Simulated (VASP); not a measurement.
# BN (zinc blende) (F-43m) in VASP: a series of runs, part 2 of 2

VASP 6.6.1. Earlier steps stand in the parts before.

## Step 4: Single point, PBE (volume scaled by 0.86)

INCAR

```
PREC = Accurate
ENCUT = 600
EDIFF = 1E-6
ISMEAR = 0
SIGMA = 0.01
LREAL = F
LASPH = T
NELM = 120
ALGO = Normal
ISIF = 2
LWAVE = F
LCHARG = F
GGA = PE
NBANDS = 11
GGA_COMPAT = F
```

KPOINTS

```
regular mesh
0
Gamma
  10 10 10
```

POSCAR

```
BN
1.0
    0.0000000000      1.7189707353      1.7189707353
    1.7189707353      0.0000000000      1.7189707353
    1.7189707353      1.7189707353      0.0000000000
B N
1 1
Direct
    0.0000000000      0.0000000000      0.0000000000
    0.2500000000      0.2500000000      0.2500000000
```

Potentials or basis: VASP PAW PBE potentials, release 64 (B, N).

Started as:

```sh
$ cat potpaw_PBE.64/B/POTCAR potpaw_PBE.64/N/POTCAR > POTCAR
$ mpirun -np 1 vasp_std > vasp.out
```

OUTCAR:

```text
PREC = Accurate
   ENCUT = 600
   EDIFF = 1E-6
   ISMEAR = 0
   LREAL = F
   LASPH = T
   NELM = 120
   ISIF = 2
   GGA = PE

 ion  position               nearest neighbor table
   1  0.000  0.000  0.000-   2 1.49   2 1.49   2 1.49   2 1.49
   2  0.250  0.250  0.250-   1 1.49   1 1.49   1 1.49   1 1.49

  LATTYP: Found a face centered cubic cell.
 ALAT       =     3.4379414706

  Lattice vectors:

 A1 = (   0.0000000000,   1.7189707353,   1.7189707353)
 A2 = (   1.7189707353,   0.0000000000,   1.7189707353)
 A3 = (   1.7189707353,   1.7189707353,   0.0000000000)

Analysis of symmetry for initial positions (statically):
=====================================================================
 Subroutine PRICEL returns:
 Original cell was already a primitive cell.

 Routine SETGRP: Setting up the symmetry group for a
 face centered cubic supercell.

 Subroutine GETGRP returns: Found 24 space group operations
 (whereof 24 operations were pure point group operations)
 out of a pool of 48 trial point group operations.

The static configuration has the point symmetry T_d .

Analysis of symmetry for dynamics (positions and initial velocities):
=====================================================================
 Subroutine PRICEL returns:
 Original cell was already a primitive cell.

 Routine SETGRP: Setting up the symmetry group for a
 face centered cubic supercell.

 Subroutine GETGRP returns: Found 24 space group operations
 (whereof 24 operations were pure point group operations)
 out of a pool of 48 trial point group operations.

The dynamic configuration has the point symmetry T_d .

 Subroutine INISYM returns: Found 24 space group operations
 (whereof 24 operations are pure point group operations),
 and found     1 'primitive' translations

----------------------------------------------------------------------------------------

                                     Primitive cell

  volume of cell :      10.1586
[... 111 lines left out ...]
  Fermi-wavevector in a.u.,A,eV,Ry     =   1.511795  2.856879 31.096459  2.285525
  Thomas-Fermi vector in A             =   2.621805
   LORBIT       =      0    0 simple, 1 ext, 2 COOP (PROOUT), +10 PAW based schemes
   GGA     = PE    functional components
   LHFCALC =     F    Hartree Fock is set to
   AEXX    =    0.0000 exact exchange contribution
   IVDW    =     0    specifies the selected vdW correction
   LEPSILON=     F    determine dielectric tensor
   LRPA    =     F    only Hartree local field effects (RPA)
 non-spin polarized calculation
 Gauss-broadening in eV      SIGMA  =   0.01
  energy-cutoff  :      600.00
  volume of cell :       10.16
 maximum number of plane-waves:       345
   NGX =  9   NGY =  9   NGZ =  9

 number of electron       8.0000002 magnetization

 Free energy of the ion-electron system (eV)
  ---------------------------------------------------
  ext. energy  EPLUGINS =         0.00000000
  ---------------------------------------------------
  free energy    TOTEN  =       -17.06673462 eV

  energy without entropy =      -17.06673462  energy(sigma->0) =      -17.06673462

 E-fermi :   9.5752     XC(G=0): -13.5819

 val. band max:        9.3761974707   @ k =   0.0000   0.0000   0.0000
 cond. band min:      13.9801050281   @ k =   0.5000   0.5000   0.0000
 fundamental gap:      4.6039075574
 Fermi energy:         9.5751568490

 k-point     1 :       0.0000    0.0000    0.0000
  band No.  band energies     occupation
      1     -12.6735      2.00000
      2       9.3762      2.00000
      3       9.3762      2.00000
      4       9.3762      2.00000
      5      18.9158      0.00000
      6      18.9158      0.00000
      7      18.9158      0.00000
      8      22.2886      0.00000
      9      37.0706      0.00000
     10      39.0524      0.00000
     11      39.0524      0.00000
[... 309 lines left out ...]
 k-point    24 :       0.4000    0.3000    0.0000
  band No.  band energies     occupation
      1      -8.3517      2.00000
      2       1.9662      2.00000
      3       4.1676      2.00000
      4       4.6289      2.00000
      5      15.8955      0.00000
      6      20.9440      0.00000
      7      26.8592      0.00000
      8      26.9286      0.00000
      9      31.5776      0.00000
     10      39.8311      0.00000
     11      43.7558      0.00000

 [... further k-points ...]
[... 5 lines left out ...]
  --------------------------------------------------------------------------------------
  -------------------------------------------------------------------------------------
  Total        5.0218456      5.0218456      5.0218456     -0.0000000     -0.0000000     -0.0000000
  in kB      792.0242743    792.0242743    792.0242743     -0.0000000     -0.0000000     -0.0000000
  external PRESSURE =     792.0242743 kB  Pullay stress =       0.0000000 kB

 VOLUME and BASIS-vectors are now :
 -----------------------------------------------------------------------------
  energy-cutoff  :      600.00
  volume of cell :       10.16
      direct lattice vectors                 reciprocal lattice vectors
     0.000000000  1.718970735  1.718970735    -0.290871735  0.290871735  0.290871735
     1.718970735  0.000000000  1.718970735     0.290871735 -0.290871735  0.290871735
     1.718970735  1.718970735  0.000000000     0.290871735  0.290871735 -0.290871735

 POSITION                                       TOTAL-FORCE (eV/Angst)
 -----------------------------------------------------------------------------------
      0.00000      0.00000      0.00000         0.000000     -0.000000      0.000000
      0.85949      0.85949      0.85949        -0.000000      0.000000     -0.000000
 -----------------------------------------------------------------------------------
    total drift:                                0.000000      0.000000      0.000000

  FREE ENERGIE OF THE ION-ELECTRON SYSTEM (eV)
  ---------------------------------------------------
  free  energy   TOTEN  =       -17.0667346241 eV

  energy  without entropy=      -17.0667346241  energy(sigma->0) =      -17.06673462
```

stdout:

```text
POSCAR found type information on POSCAR B N
 POSCAR found :  2 types and       2 ions
 scaLAPACK will be used
 LDA part: xc-table for (Slater+PW92), standard interpolation
 POSCAR, INCAR and KPOINTS ok, starting setup
 FFT: planning ... GRIDC
 FFT: planning ... GRID_SOFT
 FFT: planning ... GRID
 WAVECAR not read
 entering main loop
```

Wall time 4.6 s (1 thread of Intel Xeon Platinum 8488C (Sapphire Rapids), shared host); peak memory 0.12 GiB.

What came out:

```
Free energy            : -17.0667 eV
Pressure               : 79.2 GPa
Band gap on the k mesh : 4.60 eV, indirect (least direct gap 9.54 eV)
```

Levels at points of the mesh, in eV from the valence-band top:
```
           k point  band 1  band 2  band 3  band 4  band 5  band 6  band 7  band 8  band 9
(0.00, 0.00, 0.00)  -22.05    0.00    0.00    0.00    9.54    9.54    9.54   12.91   27.69
(0.50, 0.00, 0.00)  -17.08  -12.16   -2.24   -2.24   11.53   11.53   12.20   16.81   25.79
(0.50, 0.50, 0.00)  -15.50   -9.97   -5.70   -5.70    4.60   10.07   20.35   20.35   23.56
```

 A k mesh can miss the band edges.

## Step 5: The runs side by side

| cell | gap on the mesh (eV) | pressure (GPa) |
| --- | --- | --- |
| a = 2.486 Å, angles 60.0°, 2 atoms | 4.54 | 40.3 |
| a = 2.464 Å, angles 60.0°, 2 atoms | 4.57 | 54.5 |
| a = 2.431 Å, angles 60.0°, 2 atoms | 4.60 | 79.2 |

Alike in all rows: task single point; level PBE; potentials or basis VASP PAW PBE potentials, release 64 (B, N); no spin polarisation; k mesh 10 × 10 × 10; cutoff (eV) 600; smearing gaussian 0.01 eV.

Total energies depend on the potentials used, so only differences within one code and one set of settings carry meaning.
